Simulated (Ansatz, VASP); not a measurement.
# TePb in VASP and in Ansatz

The input INCAR:

```
SYSTEM = TePb
  PREC = Accurate
  ENCUT = 520
  EDIFF = 1E-6
  ISMEAR = -1
  SIGMA = 0.05
  LREAL = .False.
  LASPH = .True.
  NELM = 80
  ALGO = Normal
  ISIF = 2
  LWAVE = .False.
  LCHARG = .False.
  GGA = PE
  NBANDS = 17
```

Contents of KPOINTS:

```
regular mesh
0
Gamma
  7 7 7
  0 0 0
```

POSCAR

```
TePb
1.0
    3.9205847483      0.0000000000      0.0000000000
    0.0000000000      3.9205847483      0.0000000000
    0.0000000000      0.0000000000      3.9205847483
Pb Te
1 1
Direct
    0.0000000000      0.0000000000      0.0000000000
    0.5000000000      0.5000000000      0.5000000000
```

File input.yaml:

```yaml
crystal:
  lattice:
    - [3.9205847483, 0.0, 0.0]
    - [0.0, 3.9205847483, 0.0]
    - [0.0, 0.0, 3.9205847483]
  atoms:
    - { symbol: Pb, position: [0.0, 0.0, 0.0] }
    - { symbol: Te, position: [0.5, 0.5, 0.5] }
kpoints:
  mp_grid: { grid: [7, 7, 7] }
scf:
  occupations: { method: fermi_dirac, width: 0.05 }
hamiltonian:
  xc: pbe
  pseudopotentials: { kind: all_electron, lapw: { basis_error: 0.0005 } }
output:
  forces: true
  stress: true
  eigenvalues: true
```

Change from the starting cell: volume scaled by 0.94.

Alike in both runs: task single point; functional PBE; k mesh 7 × 7 × 7; occupations fermi-dirac, width 0.05 eV; no spin polarisation.

```csv
,VASP,Ansatz
version,VASP 6.6.1,Ansatz 0.2.0
potentials or method,"VASP PAW PBE potentials, release 64 (Pb_d, Te), cutoff 520 eV","all-electron LAPW, scalar-relativistic"
```

```tsv
	VASP	Ansatz	Ansatz less VASP
gap on the k mesh at the Fermi level (eV)	none	none	-
pressure (GPa)	2.7	2.8	+0.07
```

A gap of «none» marks a metal or a gap that the smearing closes. Ansatz ran all-electron here, and VASP with PAW potentials.

Neither program's run includes spin-orbit coupling.
